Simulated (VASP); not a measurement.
Input of a VASP 6.6.1 run:

INCAR

```
SYSTEM = Ni
  PREC = Accurate
  ENCUT = 520
  EDIFF = 1E-6
  ISMEAR = -1
  SIGMA = 0.05
  LREAL = .FALSE.
  LASPH = .TRUE.
  NELM = 150
  ALGO = Normal
  ISIF = 2
  LWAVE = .FALSE.
  LCHARG = .FALSE.
  ISPIN = 2
  MAGMOM = 1.21
  LORBIT = 11
  NUPDOWN = 1.21
  LMAXMIX = 4
  GGA = PE
  NBANDS = 15
```

The input KPOINTS:

```
Automatic mesh
0
G
  15 15 15
  0 0 0
```

File POSCAR:

```
Ni
1.0
    0.0000000000      1.7586000000      1.7586000000
    1.7586000000      0.0000000000      1.7586000000
    1.7586000000      1.7586000000      0.0000000000
Ni
1
Direct
    0.0000000000      0.0000000000      0.0000000000
```

Potentials or basis: VASP PAW PBE potentials, release 64 (Ni).

Launch:

```console
$ cat potpaw_PBE.64/Ni/POTCAR > POTCAR
$ mpirun -np 1 vasp_std > vasp.out
```

(1) Predict the pressure.

## Answers

(1) 6.5 GPa.

Caveat: the total moment is fixed, so each spin has its own Fermi level.
